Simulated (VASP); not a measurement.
# BeSe (F-43m) in VASP: settings compared, part 2 of 2

VASP 6.6.1.

**3. Single point, r2SCANh**

This run uses another cell than the first one, of 17.19 Å³/atom.

Input file POSCAR:

```
BeSe
1.0
    0.0000000000      2.5810353788      2.5810353788
    2.5810353788      0.0000000000      2.5810353788
    2.5810353788      2.5810353788      0.0000000000
Be Se
1 1
Direct
    0.0000000000      0.0000000000      0.0000000000
    0.2500000000      0.2500000000      0.2500000000
```

Input file INCAR.step1:

```
  ALGO = Normal
  EDIFF = 1E-5
  ENCUT = 580
  GGA = PE
  GGA_COMPAT = F
  ISIF = 2
  ISMEAR = 0
  LASPH = T
  LREAL = F
  LWAVE = T
  NBANDS = 11
  NELM = 120
  PREC = Accurate
  SIGMA = 0.01
```

Input file INCAR.step2:

```
  AEXX = 0.1
  ALGO = Normal
  EDIFF = 1E-6
  ENCUT = 580
  GGA_COMPAT = F
  ISIF = 2
  ISMEAR = 0
  ISTART = 1
  LASPH = T
  LCHARG = T
  LELF = T
  LHFCALC = T
  LMIXTAU = T
  LREAL = F
  LVHAR = T
  LWAVE = F
  METAGGA = R2SCAN
  NBANDS = 11
  NELM = 120
  PREC = Accurate
  PRECFOCK = Normal
  SIGMA = 0.01
```

Input file KPOINTS:

```
k-points
0
Gamma
  6 6 6
```

Potentials or basis: VASP PAW PBE potentials, release 64 (Be, Se).

On the command line:

```bash
$ cat potpaw_PBE.64/Be/POTCAR potpaw_PBE.64/Se/POTCAR > POTCAR
$ cp INCAR.step1 INCAR
$ mpirun -np 1 vasp_std > vasp.out
$ cp INCAR.step2 INCAR
$ mpirun -np 1 vasp_std > vasp.out
```

OUTCAR:

```text
AEXX = 0.1
   EDIFF = 1E-6
   ENCUT = 580
   ISIF = 2
   ISMEAR = 0
   ISTART = 1
   LASPH = T
   LHFCALC = T
   LREAL = F
   METAGGA = R2SCAN
   NELM = 120
   PREC = Accurate
   PRECFOCK = Normal

 ion  position               nearest neighbor table
   1  0.000  0.000  0.000-   2 2.24   2 2.24   2 2.24   2 2.24
   2  0.250  0.250  0.250-   1 2.24   1 2.24   1 2.24   1 2.24

  LATTYP: Found a face centered cubic cell.
 ALAT       =     5.1620707576

  Lattice vectors:

 A1 = (   0.0000000000,   2.5810353788,   2.5810353788)
 A2 = (   2.5810353788,   0.0000000000,   2.5810353788)
 A3 = (   2.5810353788,   2.5810353788,   0.0000000000)

Analysis of symmetry for initial positions (statically):
=====================================================================
 Subroutine PRICEL returns:
 Original cell was already a primitive cell.

 Routine SETGRP: Setting up the symmetry group for a
 face centered cubic supercell.

 Subroutine GETGRP returns: Found 24 space group operations
 (whereof 24 operations were pure point group operations)
 out of a pool of 48 trial point group operations.

The static configuration has the point symmetry T_d .

Analysis of symmetry for dynamics (positions and initial velocities):
=====================================================================
 Subroutine PRICEL returns:
 Original cell was already a primitive cell.

 Routine SETGRP: Setting up the symmetry group for a
 face centered cubic supercell.

 Subroutine GETGRP returns: Found 24 space group operations
 (whereof 24 operations were pure point group operations)
 out of a pool of 48 trial point group operations.

The dynamic configuration has the point symmetry T_d .

 Subroutine INISYM returns: Found 24 space group operations
 (whereof 24 operations are pure point group operations),
 and found     1 'primitive' translations

----------------------------------------------------------------------------------------

                                     Primitive cell

  volume of cell :      34.3884

  direct lattice vectors                    reciprocal lattice vectors
     0.000000000  2.581035379  2.581035379    -0.193720708  0.193720708  0.193720708
     2.581035379  0.000000000  2.581035379     0.193720708 -0.193720708  0.193720708
     2.581035379  2.581035379  0.000000000     0.193720708  0.193720708 -0.193720708

  length of vectors
     3.650135238  3.650135238  3.650135238     0.335534108  0.335534108  0.335534108

  position of ions in fractional coordinates (direct lattice)
     0.000000000  0.000000000  0.000000000
     0.250000000  0.250000000  0.250000000

  ion indices of the primitive-cell ions
   primitive index   ion index
                 1           1
                 2           2

----------------------------------------------------------------------------------------

 KPOINTS: k-points

Automatic generation of k-mesh.
 Grid dimensions read from file:
 generate k-points for:    6    6    6

 Generating k-lattice:

[... 37 lines left out ...]
   dimension x,y,z NGX =    30 NGY =   30 NGZ =   30
   dimension x,y,z NGXF=    60 NGYF=   60 NGZF=   60
   ions per type =               1   1
   NGX,Y,Z   is equivalent  to a cutoff of  13.66, 13.66, 13.66 a.u.
   NGXF,Y,Z  is equivalent  to a cutoff of  27.33, 27.33, 27.33 a.u.
 SYSTEM =  unknown system
   PREC   = accura    normal or accurate (medium, high low for compatibility)
   ISTART =      1    job   : 0-new  1-cont  2-samecut
   ICHARG =      0    charge: 1-file 2-atom 10-const
   ISPIN  =      1    spin polarized calculation?
   LNONCOLLINEAR =      F non collinear calculations
   LSORBIT =      F    spin-orbit coupling
   LASPH  =      T    aspherical Exc in radial PAW
   ENCUT  =  580.0 eV  42.63 Ry    6.53 a.u.   7.17  7.17  7.17*2*pi/ulx,y,z
   NELM   =    120;   NELMIN=  2; NELMDL=  0     # of ELM steps
   EDIFF  = 0.1E-05   stopping-criterion for ELM
   LREAL  =      F    real-space projection
   EDIFFG = 0.1E-04   stopping-criterion for IOM
   NSW    =      0    number of steps for IOM
   IBRION =     -1    ionic relax: 0-MD 1-quasi-New 2-CG
   NFREE  =      0    steps in history (QN), initial steepest desc. (CG)
   ISIF   =      2    stress and relaxation
   ISYM   =      3    0-nonsym 1-usesym 2-fastsym
   POTIM  = 0.5000    time-step for ionic-motion
   TEBEG  =    0.0;   TEEND  =   0.0 temperature during run
   PSTRESS=    0.0 pullay stress
   NELECT =       8.0000    total number of electrons
   NUPDOWN=      -1.0000    fix difference up-down
   EMIN   =  10.00;   EMAX   =-10.00  energy-range for DOS
   EFERMI =   0.00;   METHOD = LEGACY
   ISMEAR =     0;   SIGMA  =   0.01  broadening in eV -4-tet -1-fermi 0-gaus
   EFERMI_NEDOS =   21; number of points for ismear=-14 and -15
   IALGO  =     38    algorithm
   IMIX   =      1    mixing-type and parameters
     AMIX     =   0.40;   BMIX     =  1.00
     AMIX_MAG =   1.60;   BMIX_MAG =  1.00
  volume/ion in A,a.u.               =      17.19       116.03
  Fermi-wavevector in a.u.,A,eV,Ry     =   1.006856  1.902683 13.793040  1.013760
  Thomas-Fermi vector in A             =   2.139625
   LORBIT       =      0    0 simple, 1 ext, 2 COOP (PROOUT), +10 PAW based schemes
   METAGGA = R2SCAN    functional components
   LHFCALC =     T    Hartree Fock is set to
   PRECFOCK=normal    Normal, Fast or Accurate (Low or Medium for compatibility)
   ENCUT4O =  -1.0   cutoff for four orbital integrals eV
   NKREDX  =     1    reduce k-point grid by
   NKREDY  =     1    reduce k-point grid by
   NKREDZ  =     1    reduce k-point grid by
   AEXX    =    0.1000 exact exchange contribution
   HFSCREEN=    0.0000 screening length (either q_TF or 0.3 A-1)
   HFSCREENC=   0.0000 screening length for correlation (either q_TF or 0.3 A-1)
   ENCUTFOCK=  -1.0 apply spherical cutoff to Coloumb kernel
   IVDW    =     0    specifies the selected vdW correction
   LEPSILON=     F    determine dielectric tensor
   LRPA    =     F    only Hartree local field effects (RPA)
 non-spin polarized calculation
 Gauss-broadening in eV      SIGMA  =   0.01
  energy-cutoff  :      580.00
  volume of cell :       34.39
 maximum number of plane-waves:      1113
 NGX is ok and might be reduce to    30
  NGX = 24; NGY = 24; NGZ = 24

 number of electron       8.0000001 magnetization

 Free energy of the ion-electron system (eV)
  ---------------------------------------------------
  ext. energy  EPLUGINS =         0.00000000
  ---------------------------------------------------
  free energy    TOTEN  =       -20.13272409 eV

  energy without entropy =      -20.13272409  energy(sigma->0) =      -20.13272409

 E-fermi :   2.7542     XC(G=0):  -8.9585

 val. band max:        2.6793500936   @ k =   0.0000   0.0000   0.0000
 cond. band min:       6.3394499085   @ k =   0.5000   0.5000   0.0000
 fundamental gap:      3.6600998149
 Fermi energy:         2.7542047916

 k-point     1 :       0.0000    0.0000    0.0000
  band No.  band energies     occupation
      1     -12.0603      2.00000
      2       2.6794      2.00000
      3       2.6794      2.00000
      4       2.6794      2.00000
      5       8.2949      0.00000
      6       8.8962      0.00000
      7       8.8962      0.00000
      8       8.8962      0.00000
      9      16.2595      0.00000
     10      16.5016      0.00000
     11      16.5016      0.00000
[... 197 lines left out ...]
 k-point    16 :      -0.3333    0.5000    0.1667
  band No.  band energies     occupation
      1     -10.0905      2.00000
      2      -2.2889      2.00000
      3      -0.9004      2.00000
      4      -0.5842      2.00000
      5       8.3836      0.00000
      6       9.7753      0.00000
      7      13.0619      0.00000
      8      13.7405      0.00000
      9      17.8534      0.00000
     10      17.9572      0.00000
     11      20.3464      0.00000

------------------------ aborting loop because EDIFF is reached ----------------------------------------

  FORCE on cell =-STRESS in cart. coord.  units (eV):
  Direction    XX          YY          ZZ          XY          YZ          ZX
  --------------------------------------------------------------------------------------
  -------------------------------------------------------------------------------------
  Total       -0.0381979     -0.0381979     -0.0381979      0.0000000      0.0000000      0.0000000
  in kB       -1.7796631     -1.7796631     -1.7796631      0.0000000      0.0000000      0.0000000
  external PRESSURE =      -1.7796631 kB  Pullay stress =       0.0000000 kB

 VOLUME and BASIS-vectors are now :
 -----------------------------------------------------------------------------
  energy-cutoff  :      580.00
  volume of cell :       34.39
      direct lattice vectors                 reciprocal lattice vectors
     0.000000000  2.581035379  2.581035379    -0.193720708  0.193720708  0.193720708
     2.581035379  0.000000000  2.581035379     0.193720708 -0.193720708  0.193720708
     2.581035379  2.581035379  0.000000000     0.193720708  0.193720708 -0.193720708

 POSITION                                       TOTAL-FORCE (eV/Angst)
 -----------------------------------------------------------------------------------
      0.00000      0.00000      0.00000        -0.000000     -0.000000     -0.000000
      1.29052      1.29052      1.29052         0.000000      0.000000      0.000000
 -----------------------------------------------------------------------------------
    total drift:                                0.000000      0.000000      0.000000

  FREE ENERGIE OF THE ION-ELECTRON SYSTEM (eV)
  ---------------------------------------------------
  free  energy   TOTEN  =       -20.1327240901 eV

  energy  without entropy=      -20.1327240901  energy(sigma->0) =      -20.13272409
```

Wall time 10 min (1 thread of Intel Xeon Platinum 8488C (Sapphire Rapids), shared host); peak memory 0.19 GiB.

What came out:

* Free energy: -20.1327 eV
* Pressure: -0.2 GPa
* Band gap on the k mesh: 3.66 eV (least direct gap 5.62 eV)

Caveat: the PAW data sets were made with another functional, which shifts forces and pressure a little.

**4. Relaxation of cell and atoms, HSE06**

This run uses another cell than the first one, of 17.19 Å³/atom.

POSCAR is that of step 3.

Input file INCAR.step1:

```
SYSTEM = BeSe
  PREC = Accurate
  ENCUT = 600
  EDIFF = 1E-5
  ISMEAR = -1
  SIGMA = 0.02
  LREAL = .FALSE.
  LASPH = .TRUE.
  NELM = 120
  ALGO = Normal
  LWAVE = .TRUE.
  LCHARG = .FALSE.
  GGA = PE
  NBANDS = 11
  GGA_COMPAT = .FALSE.
  IBRION = 2
  ISIF = 3
  EDIFFG = -0.005
  NELMIN = 4
  NSW = 100
```

Input file INCAR.step2:

```
SYSTEM = BeSe
  PREC = Accurate
  ENCUT = 600
  EDIFF = 1E-7
  ISMEAR = -1
  SIGMA = 0.02
  LREAL = .FALSE.
  LASPH = .TRUE.
  NELM = 120
  ALGO = Normal
  ISIF = 3
  LWAVE = .FALSE.
  LCHARG = .FALSE.
  GGA = PE
  LHFCALC = .TRUE.
  HFSCREEN = 0.2079
  PRECFOCK = Normal
  IBRION = 2
  NSW = 80
  EDIFFG = -0.005
  ISTART = 1
  GGA_COMPAT = .FALSE.
  NELMIN = 4
```

Input file KPOINTS:

```
Automatic mesh
0
G
  6 6 6
  0 0 0
```

On the command line:

```bash
$ cat potpaw_PBE.64/Be/POTCAR potpaw_PBE.64/Se/POTCAR > POTCAR
$ cp INCAR.step1 INCAR
$ mpirun -np 1 vasp_std > vasp.out
$ cp INCAR.step2 INCAR
$ mpirun -np 1 vasp_std > vasp.out
```

Run time: 23 min. Hardware: 1 thread of Intel Xeon Platinum 8488C (Sapphire Rapids), shared host; peak memory 0.29 GiB.

The run converged. Its results:

| Item | Value |
| --- | --- |
| Free energy | -10.1230 eV |
| Relaxed volume | 17.02 Å³/atom |
| Relaxed cell | a = 3.638 Å, b = 3.638 Å, c = 3.638 Å, α = 60.00°, β = 60.00°, γ = 60.00° |
| Space group after relaxing (to 0.1 Å) | F-43m (No. 216) |
| Energy gained by relaxing | 0.4 meV/atom |
| Ionic steps | 3 |
| Pressure after relaxing | 0.0 GPa |
| Band gap on the k mesh | 3.48 eV (least direct gap 5.45 eV) |

Step by step:
```
step  energy change (eV)  largest force (eV/Å)  pressure (GPa)  volume (Å³)
   1              0.0000                0.0000           -0.80        34.39
   2             -0.0008                0.0000            0.19        33.96
   3             -0.0009                0.0000            0.01        34.05
```

Final structure:
```yaml
crystal:
  lattice:
    - [0.00000, 2.57242, 2.57242]
    - [2.57242, 0.00000, 2.57242]
    - [2.57242, 2.57242, 0.00000]
  atoms:
    - { symbol: Be, position: [0.00000, 0.00000, 0.00000] }
    - { symbol: Se, position: [0.25000, 0.25000, 0.25000] }
```

Levels at points of the mesh, in eV from the valence-band top:
```
           k point  band 2  band 3  band 4  band 5  band 6  band 7
(0.00, 0.00, 0.00)    0.00    0.00    0.00    5.45    6.08    6.08
(0.50, 0.00, 0.00)   -6.25   -1.16   -1.16    5.35    7.05    7.05
(0.50, 0.50, 0.00)   -5.59   -2.88   -2.88    3.48    5.12   13.29
```

Caveat: the PAW data sets were made with another functional, which shifts forces and pressure a little.

**5. Relaxation of cell and atoms, r2SCAN**

This run uses another cell than the first one, of 17.35 Å³/atom.

Input file POSCAR:

```
BeSe
1.0
    0.0000000000      2.5889059340      2.5889059340
    2.5889059340      0.0000000000      2.5889059340
    2.5889059340      2.5889059340      0.0000000000
Be Se
1 1
Direct
    0.0000000000      0.0000000000      0.0000000000
    0.2500000000      0.2500000000      0.2500000000
```

Input file INCAR.step1:

```
PREC = Accurate
ENCUT = 660
ISMEAR = -1
SIGMA = 0.02
LREAL = False
LASPH = True
NELM = 120
GGA = PE
ALGO = Normal
EDIFF = 1E-5
LWAVE = True
LCHARG = False
GGA_COMPAT = False
IBRION = 2
ISIF = 3
EDIFFG = -0.005
NELMIN = 4
NSW = 100
```

Input file INCAR.step2:

```
PREC = Accurate
ENCUT = 660
EDIFF = 1E-7
ISMEAR = -1
SIGMA = 0.02
LREAL = False
LASPH = True
NELM = 120
ALGO = Normal
ISIF = 3
LWAVE = False
LCHARG = False
METAGGA = R2SCAN
LMIXTAU = True
IBRION = 2
NSW = 80
EDIFFG = -0.005
ISTART = 1
GGA_COMPAT = False
NELMIN = 4
```

Input file KPOINTS:

```
Automatic mesh
0
Gamma
  8 8 8
```

On the command line:

```bash
$ cat potpaw_PBE.64/Be/POTCAR potpaw_PBE.64/Se/POTCAR > POTCAR
$ cp INCAR.step1 INCAR
$ mpirun -np 1 vasp_std > vasp.out
$ cp INCAR.step2 INCAR
$ mpirun -np 1 vasp_std > vasp.out
```

Run time: 50 s. Hardware: 1 thread of Intel Xeon 6975P-C (Granite Rapids), shared host; peak memory 0.2 GiB.

The run converged. Its results:

* Free energy: -20.5300 eV
* Relaxed volume: 17.25 Å³/atom
* Relaxed cell: a = 3.654 Å, b = 3.654 Å, c = 3.654 Å, α = 60.00°, β = 60.00°, γ = 60.00°
* Space group after relaxing (to 0.1 Å): F-43m (No. 216)
* Energy gained by relaxing: 0.2 meV/atom
* Ionic steps: 3
* Pressure after relaxing: 0.0 GPa
* Band gap on the k mesh: 3.13 eV (least direct gap 5.02 eV)

Step by step:
| step | energy change (eV) | largest force (eV/Å) | pressure (GPa) | volume (Å³) |
| --- | --- | --- | --- | --- |
| 1 | 0.0000 | 0.0000 | -0.48 | 34.70 |
| 2 | -0.0003 | 0.0000 | 0.12 | 34.44 |
| 3 | -0.0003 | 0.0000 | 0.00 | 34.49 |

Final structure:
```cif
data_structure
_symmetry_space_group_name_H-M 'P 1'
_symmetry_Int_Tables_number 1
_cell_length_a 3.6538
_cell_length_b 3.6538
_cell_length_c 3.6538
_cell_angle_alpha 60.000
_cell_angle_beta 60.000
_cell_angle_gamma 60.000
_cell_volume 34.49
loop_
_atom_site_label
_atom_site_type_symbol
_atom_site_fract_x
_atom_site_fract_y
_atom_site_fract_z
_atom_site_occupancy
Be1 Be 0.00000 0.00000 0.00000 1
Se1 Se 0.25000 0.25000 0.25000 1
```

Levels at points of the mesh, in eV from the valence-band top:
| k point | band 2 | band 3 | band 4 | band 5 | band 6 | band 7 |
| --- | --- | --- | --- | --- | --- | --- |
| (0.00, 0.00, 0.00) | 0.00 | 0.00 | 0.00 | 5.02 | 5.59 | 5.59 |
| (0.50, 0.00, 0.00) | -5.78 | -1.08 | -1.08 | 4.90 | 6.55 | 6.55 |
| (0.50, 0.50, 0.00) | -5.17 | -2.67 | -2.67 | 3.13 | 4.68 | 12.65 |

Caveat: the PAW data sets were made with another functional, which shifts forces and pressure a little. A k mesh can miss the band edges.

**6. Single point, PBE, non-collinear spin, zero start, spin-orbit coupling**

This run uses another cell than the first one, of 17.19 Å³/atom.

Input file INCAR:

```
PREC = Accurate
ENCUT = 600
EDIFF = 1E-6
ISMEAR = 0
SIGMA = 0.01
LREAL = False
LASPH = True
NELM = 200
ALGO = Normal
ISIF = 2
LWAVE = False
LCHARG = True
MAGMOM = 0 0 0 0 0 0
LORBIT = 11
LSORBIT = True
GGA_COMPAT = False
LORBMOM = True
GGA = PE
LVHAR = True
NBANDS = 20
```

KPOINTS is that of step 5.

Input file POSCAR:

```
BeSe
1.0
    0.0000000000      2.5810353788      2.5810353788
    2.5810353788      0.0000000000      2.5810353788
    2.5810353788      2.5810353788      0.0000000000
Be Se
1 1
Direct
    0.0000000000      0.0000000000      0.0000000000
    0.2500000000      0.2500000000      0.2500000000
```

Potentials or basis: VASP PAW PBE potentials, release 64 (Be, Se).

On the command line:

```bash
$ cat potpaw_PBE.64/Be/POTCAR potpaw_PBE.64/Se/POTCAR > POTCAR
$ mpirun -np 1 vasp_ncl > vasp.out
```

Wall time 50 s (1 thread of Intel Xeon 6975P-C (Granite Rapids), shared host); peak memory 0.3 GiB.

The run converged. Its results:

* Free energy: -8.8749 eV
* Pressure: 0.9 GPa
* Net moment: 0.00 μB per cell
* Valence electrons inside the program's atomic spheres: Be 0.97; Se 3.97

Moments on the atoms (μB; x, y, z):
```
Be  0.00 0.00 0.00
Se  0.00 0.00 0.00
```

**7. Summary**

```tsv
task	level	spin	cell	k mesh	cutoff (eV)	smearing	grid for exact exchange (PRECFOCK)	share of exact exchange	screening parameter	gap on the mesh (eV)	pressure (GPa)	relaxed volume (Å³/atom)
single point	HSE06	off	a = 3.640 Å, angles 60.0°, 2 atoms	6 × 6 × 6	520	fermi-dirac 0.02 eV	Normal	0.25	0.2079 1/Å	3.48	-0.1	-
single point	r2SCANh	off	a = 3.650 Å, angles 60.0°, 2 atoms	6 × 6 × 6	580	gaussian 0.01 eV	Normal	0.1	-	3.66	-0.2	-
relaxation of cell and atoms	HSE06	off	relaxed from a = 3.650 Å, angles 60.0°, 2 atoms	6 × 6 × 6	600	fermi-dirac 0.02 eV	Normal	0.25	0.2079 1/Å	3.48	0.0	17.02
relaxation of cell and atoms	r2SCAN	off	relaxed from a = 3.661 Å, angles 60.0°, 2 atoms	8 × 8 × 8	660	fermi-dirac 0.02 eV	-	-	-	3.13	0.0	17.25
single point	PBE	non-collinear, zero start, SOC	a = 3.650 Å, angles 60.0°, 2 atoms	8 × 8 × 8	600	gaussian 0.01 eV	-	-	-	-	0.9	-
```

Alike in all rows: potentials or basis VASP PAW PBE potentials, release 64 (Be, Se).

Caveats: the PAW data sets were made with another functional, which shifts forces and pressure a little (at least some runs).

Total energies depend on the potentials used, so only differences within one code and one set of settings carry meaning.
